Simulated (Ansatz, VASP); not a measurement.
## AlN in VASP and in Ansatz

Contents of INCAR:

```
SYSTEM = AlN
PREC     = Accurate       ! precision mode
ENCUT    = 520            ! plane-wave cutoff, eV
EDIFF    = 1E-6           ! SCF threshold, eV
ISMEAR   = 0              ! smearing method
SIGMA    = 0.05           ! smearing width, eV
LREAL    = .False.        ! projectors in reciprocal space
LASPH    = .True.         ! aspherical terms in the spheres
NELM     = 100            ! most SCF steps
ALGO     = Normal         ! electronic algorithm
ISIF     = 2              ! what is computed and relaxed
LWAVE    = .False.        ! write WAVECAR
LCHARG   = .False.        ! write CHGCAR
GGA      = PE             ! functional
NBANDS   = 16             ! bands
```

The input KPOINTS:

```
regular mesh
0
Gamma
  12 12 6
  0 0 0
```

POSCAR

```
AlN
1.0
    3.1771931563      0.0000000000      0.0000000000
   -1.5885965782      2.6702039767      0.0000000000
    0.0000000000      0.0000000000      5.0179796548
Al N
2 2
Direct
    0.3333333333      0.6666666667      0.0017287175
    0.6666666667      0.3333333333      0.5017287175
    0.3333333333      0.6666666667      0.3832712825
    0.6666666667      0.3333333333      0.8832712825
```

Input for Ansatz:

```yaml
crystal:
  lattice:
    - [3.1771931563, 0.0, 0.0]
    - [-1.5885965782, 2.6702039767, 0.0]
    - [0.0, 0.0, 5.0179796548]
  atoms:
    - { symbol: Al, position: [0.3333333333, 0.6666666667, 0.0017287175] }
    - { symbol: Al, position: [0.6666666667, 0.3333333333, 0.5017287175] }
    - { symbol: "N", position: [0.3333333333, 0.6666666667, 0.3832712825] }
    - { symbol: "N", position: [0.6666666667, 0.3333333333, 0.8832712825] }
basis:
  ecutwfc: 420
kpoints:
  mp_grid: { grid: [12, 12, 6] }
hamiltonian:
  xc: pbe
scf:
  occupations: { method: gaussian, width: 0.05 }
output:
  forces: true
  stress: true
  eigenvalues: true
```

Change from the starting cell: strain +0.0150 x Voigt [1, -1, 0, 0, 0, 0], atoms carried along.

Alike in both runs: task single point; functional PBE; k mesh 12 × 12 × 6; occupations gaussian, width 0.05 eV; no spin polarisation.

|  | VASP | Ansatz |
| --- | --- | --- |
| version | VASP 6.6.1 | Ansatz 0.2.0 |
| potentials or method | VASP PAW PBE potentials, release 64 (Al, N), cutoff 520 eV | scalar-relativistic, plane waves, PAW |
| valence electrons in the cell | 16 | 16 |

|  | VASP | Ansatz | Ansatz less VASP |
| --- | --- | --- | --- |
| gap on the k mesh at the Fermi level (eV) | 4.04 | 4.03 | -0.009 |
| least direct gap on the mesh (eV) | 4.04 | 4.03 | -0.009 |
| pressure (GPa) | -0.1 | 0.1 | +0.26 |
| traceless stress, the component that is largest in VASP (GPa) | 5.15 | 5.13 | -0.018 |
| rms of the force components (eV/Å) | 0.166 | 0.165 | -0.0011 |

Atom by atom the forces differ by 0.001 eV/Å (rms over components). The functional is the same, so the differences come from potentials, cutoffs and numerics.
